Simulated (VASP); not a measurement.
# SrSn2O3 (I4/mmm) in VASP: notebook

Runs on SrSn2O3. Level: PBE. Tasks: single point, relaxation of cell and atoms.

Program: VASP 6.6.1. These are calculated values, not measurements. Logs are shortened: lines on timing, memory, paths and dates and some standing lists are left out, and cuts for length are marked.

### Step 1. The cell of the first run

The structure is tetragonal, space group I4/mmm (No. 139). The conventional cell has a = 6.765 Å, b = 6.765 Å, c = 6.024 Å, α = 90.00°, β = 90.00°, γ = 90.00°. Sr (site symmetry 4/mmm) has 6 O at 3.01 to 3.38 Å and 8 Sn at 3.70 Å within 4.0 Å. Sn (site symmetry -4m2) has 2 O at 1.51 Å within 2.0 Å. Within 4.0 Å of O (site symmetry 4/mmm) lie 2 Sr at 3.01 Å and 4 O at 3.38 Å and 8 Sn at 3.70 Å. O (site symmetry mmm) has 2 Sn at 1.51 Å within 2.0 Å.

The cell was generated, and may not be a known phase.

### Step 2. Single point, PBE

INCAR reads:

```
PREC = Accurate
ENCUT = 520
EDIFF = 1E-7
ISMEAR = 0
SIGMA = 0.1
LREAL = False
LASPH = True
NELM = 100
ALGO = Normal
ISIF = 2
LWAVE = False
LCHARG = False
GGA = PE
NBANDS = 37
```

KPOINTS reads:

```
regular mesh
0
Gamma
  4 4 4
```

POSCAR reads:

```
SrSn2O3
1.0
   -3.3824742600      3.3824742600      3.0119748800
    3.3824742600     -3.3824742600      3.0119748800
    3.3824742600      3.3824742600     -3.0119748800
Sr Sn O
1 2 3
Direct
    0.0000000000      0.0000000000      0.0000000000
    0.7500000000      0.2500000000      0.5000000000
    0.2500000000      0.7500000000      0.5000000000
    0.5000000000      0.5000000000      0.0000000000
    0.5000000000      0.0000000000      0.5000000000
    0.0000000000      0.5000000000      0.5000000000
```

Potentials or basis: VASP PAW PBE potentials, release 64 (Sr_sv, Sn_d, O).

The run is started by

```sh
cat potpaw_PBE.64/Sr_sv/POTCAR potpaw_PBE.64/Sn_d/POTCAR potpaw_PBE.64/O/POTCAR > POTCAR
mpirun -np 1 vasp_std > vasp.out
```

OUTCAR:

```text
PREC = Accurate
   ENCUT = 520
   EDIFF = 1E-7
   ISMEAR = 0
   LREAL = False
   LASPH = True
   NELM = 100
   ISIF = 2
   GGA = PE

 ion  position               nearest neighbor table
   1  0.000  0.000  0.000-   4 3.01   4 3.01   6 3.38   6 3.38   5 3.38   5 3.38   3 3.70   3 3.70
                             2 3.70   2 3.70   2 3.70   2 3.70   3 3.70   3 3.70
   2  0.750  0.250  0.500-   5 1.51   6 1.51   3 3.01   3 3.01   1 3.70   1 3.70   1 3.70   1 3.70

   3  0.250  0.750  0.500-   5 1.51   6 1.51   2 3.01   2 3.01   1 3.70   1 3.70   1 3.70   1 3.70

   4  0.500  0.500  0.000-   1 3.01   1 3.01
   5  0.500  0.000  0.500-   2 1.51   3 1.51   1 3.38   1 3.38
   6  0.000  0.500  0.500-   2 1.51   3 1.51   1 3.38   1 3.38

  LATTYP: Found a body centered tetragonal cell.
 ALAT       =     6.7649485200
 C/A-ratio  =     0.8904649817

  Lattice vectors:

 A1 = (  -3.3824742600,   3.3824742600,   3.0119748800)
 A2 = (   3.3824742600,  -3.3824742600,   3.0119748800)
 A3 = (   3.3824742600,   3.3824742600,  -3.0119748800)

Analysis of symmetry for initial positions (statically):
=====================================================================
 Subroutine PRICEL returns:
 Original cell was already a primitive cell.

 Routine SETGRP: Setting up the symmetry group for a
 body centered tetragonal supercell.

 Subroutine GETGRP returns: Found 16 space group operations
 (whereof 16 operations were pure point group operations)
 out of a pool of 16 trial point group operations.

The static configuration has the point symmetry D_4h.

Analysis of symmetry for dynamics (positions and initial velocities):
=====================================================================
 Subroutine PRICEL returns:
 Original cell was already a primitive cell.

 Routine SETGRP: Setting up the symmetry group for a
 body centered tetragonal supercell.

 Subroutine GETGRP returns: Found 16 space group operations
 (whereof 16 operations were pure point group operations)
 out of a pool of 16 trial point group operations.

The dynamic configuration has the point symmetry D_4h.

 Subroutine INISYM returns: Found 16 space group operations
 (whereof 16 operations are pure point group operations),
 and found     1 'primitive' translations

----------------------------------------------------------------------------------------

[... 89 lines left out ...]
   LREAL  =      F    real-space projection
   EDIFFG = 0.1E-05   stopping-criterion for IOM
   NSW    =      0    number of steps for IOM
   IBRION =     -1    ionic relax: 0-MD 1-quasi-New 2-CG
   NFREE  =      0    steps in history (QN), initial steepest desc. (CG)
   ISIF   =      2    stress and relaxation
   ISYM   =      2    0-nonsym 1-usesym 2-fastsym
   POTIM  = 0.5000    time-step for ionic-motion
   TEBEG  =    0.0;   TEEND  =   0.0 temperature during run
   PSTRESS=    0.0 pullay stress
   NELECT =      56.0000    total number of electrons
   NUPDOWN=      -1.0000    fix difference up-down
   EMIN   =  10.00;   EMAX   =-10.00  energy-range for DOS
   EFERMI =   0.00;   METHOD = LEGACY
   ISMEAR =     0;   SIGMA  =   0.10  broadening in eV -4-tet -1-fermi 0-gaus
   EFERMI_NEDOS =   21; number of points for ismear=-14 and -15
   IALGO  =     38    algorithm
   IMIX   =      4    mixing-type and parameters
     AMIX     =   0.40;   BMIX     =  1.00
     AMIX_MAG =   1.60;   BMIX_MAG =  1.00
  volume/ion in A,a.u.               =      22.97       155.03
  Fermi-wavevector in a.u.,A,eV,Ry     =   1.212488  2.291270 20.002289  1.470127
  Thomas-Fermi vector in A             =   2.347970
   LORBIT       =      0    0 simple, 1 ext, 2 COOP (PROOUT), +10 PAW based schemes
   GGA     = PE    functional components
   LHFCALC =     F    Hartree Fock is set to
   AEXX    =    0.0000 exact exchange contribution
   IVDW    =     0    specifies the selected vdW correction
   LEPSILON=     F    determine dielectric tensor
   LRPA    =     F    only Hartree local field effects (RPA)
 non-spin polarized calculation
 Gauss-broadening in eV      SIGMA  =   0.10
  energy-cutoff  :      520.00
  volume of cell :      137.84
 maximum number of plane-waves:      3731
   NGX = 21   NGY = 21   NGZ = 21

 number of electron      56.0000011 magnetization

 Free energy of the ion-electron system (eV)
  ---------------------------------------------------
  ext. energy  EPLUGINS =         0.00000000
  ---------------------------------------------------
  free energy    TOTEN  =        -4.07689550 eV

  energy without entropy =       -4.05010579  energy(sigma->0) =       -4.06350064

 E-fermi :   4.5652     XC(G=0):  -8.8350

 val. band max:        4.5487576191   @ k =   0.5000   0.5000   0.2500
 cond. band min:       4.5790367404   @ k =   0.2500   0.2500  -0.0000
 fundamental gap:      0.0302791213
 Fermi energy:         4.5651928348

 k-point     1 :       0.0000    0.0000    0.0000
  band No.  band energies     occupation
      1     -31.8209      2.00000
      2     -26.2907      2.00000
      3     -22.6272      2.00000
      4     -20.4023      2.00000
      5     -20.0156      2.00000
      6     -20.0156      2.00000
[... 509 lines left out ...]
     36       8.5974      0.00000
     37       9.2656      0.00000

------------------------ aborting loop because EDIFF is reached ----------------------------------------

  FORCE on cell =-STRESS in cart. coord.  units (eV):
  Direction    XX          YY          ZZ          XY          YZ          ZX
  --------------------------------------------------------------------------------------
  -------------------------------------------------------------------------------------
  Total       -2.2364997     -2.2364997    166.3410164      0.0000000      0.0000000     -0.0000000
  in kB      -25.9955549    -25.9955549   1933.4350866      0.0000000      0.0000000     -0.0000000
  external PRESSURE =     627.1479923 kB  Pullay stress =       0.0000000 kB

 VOLUME and BASIS-vectors are now :
 -----------------------------------------------------------------------------
  energy-cutoff  :      520.00
  volume of cell :      137.84
      direct lattice vectors                 reciprocal lattice vectors
    -3.382474260  3.382474260  3.011974880     0.000000000  0.147820785  0.166004041
     3.382474260 -3.382474260  3.011974880     0.147820785  0.000000000  0.166004041
     3.382474260  3.382474260 -3.011974880     0.147820785  0.147820785  0.000000000

 POSITION                                       TOTAL-FORCE (eV/Angst)
 -----------------------------------------------------------------------------------
      0.00000      0.00000      0.00000        -0.000000      0.000000      0.000000
      0.00000      3.38247      1.50599        -0.000000      0.000000     -0.000000
      3.38247      0.00000      1.50599         0.000000     -0.000000      0.000000
      0.00000      0.00000      3.01197        -0.000000      0.000000      0.000000
      0.00000      3.38247      0.00000        -0.000000      0.000000      0.000000
      3.38247      0.00000      0.00000        -0.000000      0.000000      0.000000
 -----------------------------------------------------------------------------------
    total drift:                               -0.000000      0.000000      0.000000

  FREE ENERGIE OF THE ION-ELECTRON SYSTEM (eV)
  ---------------------------------------------------
  free  energy   TOTEN  =        -4.0768954958 eV

  energy  without entropy=       -4.0501057913  energy(sigma->0) =       -4.06350064
```

OSZICAR:

```text
N       E                     dE             d eps       ncg     rms          rms(c)
DAV:   1     0.722798020740E+03    0.72280E+03   -0.28028E+04  1045   0.191E+03
DAV:   2     0.103410046760E+03   -0.61939E+03   -0.59481E+03  1063   0.569E+02
DAV:   3    -0.854108048588E+01   -0.11195E+03   -0.10955E+03  1105   0.209E+02
[... 14 lines left out ...]
DAV:  18    -0.407689658229E+01    0.13908E-05   -0.49591E-05  1452   0.140E-02    0.163E-02
DAV:  19    -0.407689695080E+01   -0.36851E-06   -0.18925E-06  1147   0.817E-03    0.135E-02
DAV:  20    -0.407689531185E+01    0.16389E-05   -0.14061E-05   938   0.753E-03    0.139E-03
DAV:  21    -0.407689551676E+01   -0.20491E-06   -0.59781E-07   988   0.404E-03    0.129E-03
DAV:  22    -0.407689549575E+01    0.21008E-07   -0.59615E-08   631   0.179E-03
   1 F= -.40768955E+01 E0= -.40635006E+01  d E =-.267897E-01
```

stdout:

```text
POSCAR found type information on POSCAR SrSnO
 POSCAR found :  3 types and       6 ions
 scaLAPACK will be used
 LDA part: xc-table for (Slater+PW92), standard interpolation
 POSCAR, INCAR and KPOINTS ok, starting setup
 FFT: planning ... GRIDC
 FFT: planning ... GRID_SOFT
 FFT: planning ... GRID
 WAVECAR not read
 entering main loop
```

It took 95 s on 1 thread of Oxide Virtual Turin-like, shared host; peak memory 0.25 GiB.

What came out:

| Quantity | Value |
| --- | --- |
| Free energy | -4.0769 eV |
| Pressure | 62.7 GPa |
| Band gap on the k mesh | zero (bands 28 and 29 overlap by 1.50 eV) |

Stress tensor (GPa, compression positive):
```
 -2.60   0.00   0.00
  0.00  -2.60   0.00
  0.00   0.00 193.34
```

Caveat: the stress differs along the axes, from -3 to 193 GPa; spin-orbit coupling is left out, which moves the levels of the heavy elements.

### Step 3. Relaxation of cell and atoms, PBE

INCAR reads:

```
  PREC = Accurate
  ENCUT = 600
  EDIFF = 1E-6
  ISMEAR = 0
  SIGMA = 0.1
  LREAL = False
  LASPH = True
  NELM = 60
  ALGO = Normal
  ISIF = 3
  LWAVE = False
  LCHARG = False
  GGA = PE
  IBRION = 2
  NSW = 90
  EDIFFG = -0.04
```

KPOINTS is that of step 2.

POSCAR is that of step 2.

Potentials or basis: VASP PAW PBE potentials, release 64 (Sr_sv, Sn_d, O).

The run is started by

```sh
cat potpaw_PBE.64/Sr_sv/POTCAR potpaw_PBE.64/Sn_d/POTCAR potpaw_PBE.64/O/POTCAR > POTCAR
mpirun -np 1 vasp_std > vasp.out
```

Run time: 30 min. Hardware: 1 thread of Oxide Virtual Turin-like, shared host; peak memory 0.36 GiB.

It converged, with:

```
Free energy                           : -26.6802 eV
Relaxed volume                        : 18.32 Å³/atom
Relaxed cell                          : a = 5.632 Å, b = 5.632 Å, c = 5.632 Å, α = 127.17°, β = 127.17°, γ = 77.97°
Space group after relaxing (to 0.1 Å) : I4/mmm (No. 139)
Pressure after relaxing               : 0.0 GPa
Band gap on the k mesh                : zero (bands 28 and 29 overlap by 1.38 eV)
```

Stress tensor (GPa, compression positive):
```
-0.10  0.00  0.00
 0.00 -0.10  0.00
 0.00  0.00  0.13
```

Final structure:
```xyz
6
Lattice="-2.5052 2.5052 4.3775 2.5052 -2.5052 4.3775 2.5052 2.5052 -4.3775" Properties=species:S:1:pos:R:3 pbc="T T T"
Sr    0.0000    0.0000    0.0000
Sn    0.0000    2.5052    2.1888
Sn    2.5052    0.0000    2.1888
O     0.0000    0.0000    4.3775
O     0.0000    2.5052    0.0000
O     2.5052    0.0000    0.0000
```

Levels at points of the mesh, in eV from the Fermi level:
| k point | band 25 | band 26 | band 27 | band 28 | band 29 | band 30 | band 31 | band 32 |
| --- | --- | --- | --- | --- | --- | --- | --- | --- |
| (0.00, 0.00, 0.00) | -1.35 | -1.35 | -1.05 | 0.54 | 0.54 | 1.44 | 4.38 | 4.90 |
| (0.50, 0.00, 0.00) | -1.88 | -1.26 | -0.75 | 0.50 | 0.59 | 1.31 | 2.01 | 2.05 |
| (0.50, 0.50, 0.00) | -1.94 | -1.12 | -0.98 | -0.90 | 0.11 | 0.13 | 4.70 | 4.80 |
| (0.50, 0.50, 0.50) | -1.15 | -0.29 | 0.51 | 0.51 | 0.58 | 0.58 | 1.75 | 2.66 |

Caveat: the volume moved by over 15 % at a fixed basis, so the end points are rough; spin-orbit coupling is left out, which moves the levels of the heavy elements.

### Step 4. Relaxation of cell and atoms, PBE

This run uses another cell than the first one, of 18.39 Å³/atom.

INCAR reads:

```
ALGO = Fast ; EDIFF = 1E-6
EDIFFG = -0.04 ; ENCUT = 600
GGA = PE ; IBRION = 2
ISIF = 3 ; ISMEAR = 0
LASPH = True ; LCHARG = False
LREAL = False ; LWAVE = False
NELM = 60 ; NSW = 90
PREC = Accurate ; SIGMA = 0.1
```

KPOINTS reads:

```
k-points
0
Gamma
  6 6 6
```

POSCAR, as its differences from that of step 3:

```diff
@@ -2,5 +2,5 @@
 1.0
-   -3.3824742600      3.3824742600      3.0119748800
-    3.3824742600     -3.3824742600      3.0119748800
-    3.3824742600      3.3824742600     -3.0119748800
+   -2.4364864303      2.4364864303      4.6474200980
+    2.4364864303     -2.4364864303      4.6474200980
+    2.4364864303      2.4364864303     -4.6474200980
 Sr Sn O
```

The run is started by

```sh
cat potpaw_PBE.64/Sr_sv/POTCAR potpaw_PBE.64/Sn_d/POTCAR potpaw_PBE.64/O/POTCAR > POTCAR
mpirun -np 1 vasp_std > vasp.out
```

It took 17 min on 1 thread of Oxide Virtual Turin-like, shared host; peak memory 0.37 GiB.

It converged, with:

* Free energy: -27.3348 eV
* Relaxed volume: 18.28 Å³/atom
* Relaxed cell: a = 5.787 Å, b = 5.787 Å, c = 5.787 Å, α = 130.45°, β = 130.45°, γ = 72.69°
* Space group after relaxing (to 0.1 Å): I4/mmm (No. 139)
* Energy gained by relaxing: 0.6 meV/atom
* Ionic steps: 2
* Pressure after relaxing: 0.0 GPa
* Band gap on the k mesh: zero (bands 28 and 29 overlap by 5.15 eV)

Stress tensor (GPa, compression positive):
```
-0.14  0.00  0.00
 0.00 -0.14  0.00
 0.00  0.00  0.20
```

The path:
| step | energy change (eV) | largest force (eV/Å) | pressure (GPa) | volume (Å³) |
| --- | --- | --- | --- | --- |
| 1 | 0.0000 | 0.0000 | -0.38 | 110.36 |
| 2 | -0.0038 | 0.0000 | -0.02 | 109.66 |

Final structure:
```
CELL_PARAMETERS angstrom
-2.42518 2.42518 4.66120
2.42518 -2.42518 4.66120
2.42518 2.42518 -4.66120
ATOMIC_POSITIONS crystal
Sr 0.00000 0.00000 0.00000
Sn 0.75000 0.25000 0.50000
Sn 0.25000 0.75000 0.50000
O 0.50000 0.50000 0.00000
O 0.50000 0.00000 0.50000
O 0.00000 0.50000 0.50000
```

Levels at points of the mesh, in eV from the Fermi level:
```csv
k point,band 24,band 25,band 26,band 27,band 28,band 29,band 30,band 31,band 32,band 33
"(0.00, 0.00, 0.00)",-1.76,-1.26,-1.26,-1.02,4.21,5.22,5.98,8.08,19.45,22.79
"(0.50, 0.00, 0.00)",-1.87,-1.80,-1.29,-0.93,0.66,0.78,1.30,1.98,2.00,4.02
"(0.50, 0.50, 0.00)",-2.73,-1.66,-1.32,-1.25,-1.08,-0.37,-0.22,3.86,4.80,6.01
"(0.50, 0.50, 0.50)",-1.78,-1.20,-0.81,0.17,0.17,0.78,0.78,1.09,3.18,3.18
```

Caveat: spin-orbit coupling is left out, which moves the levels of the heavy elements.

### Step 5. The runs side by side

| task | cell | k mesh | cutoff (eV) | gap on the mesh (eV) | pressure (GPa) | relaxed volume (Å³/atom) |
| --- | --- | --- | --- | --- | --- | --- |
| single point | a = 5.653 Å, angles 106.5, 106.5, 115.6°, 6 atoms | 4 × 4 × 4 | 520 | none | 62.7 | - |
| relaxation of cell and atoms | relaxed from a = 5.653 Å, angles 106.5, 106.5, 115.6°, 6 atoms | 4 × 4 × 4 | 600 | none | 0.0 | 18.32 |
| relaxation of cell and atoms | relaxed from a = 5.785 Å, angles 130.2, 130.2, 73.1°, 6 atoms | 6 × 6 × 6 | 600 | none | 0.0 | 18.28 |

Alike in all rows: level PBE; potentials or basis VASP PAW PBE potentials, release 64 (Sr_sv, Sn_d, O); no spin polarisation; smearing gaussian 0.1 eV.

Caveats: spin-orbit coupling is left out, which moves the levels of the heavy elements; the stress differs along the axes, from -3 to 193 GPa (at least some runs); the volume moved by over 15 % at a fixed basis, so the end points are rough (at least some runs).

Absolute energies hang on the potentials; compare differences alone.

The gap in the log of VASP goes by the Fermi energy; the results here count the filled bands.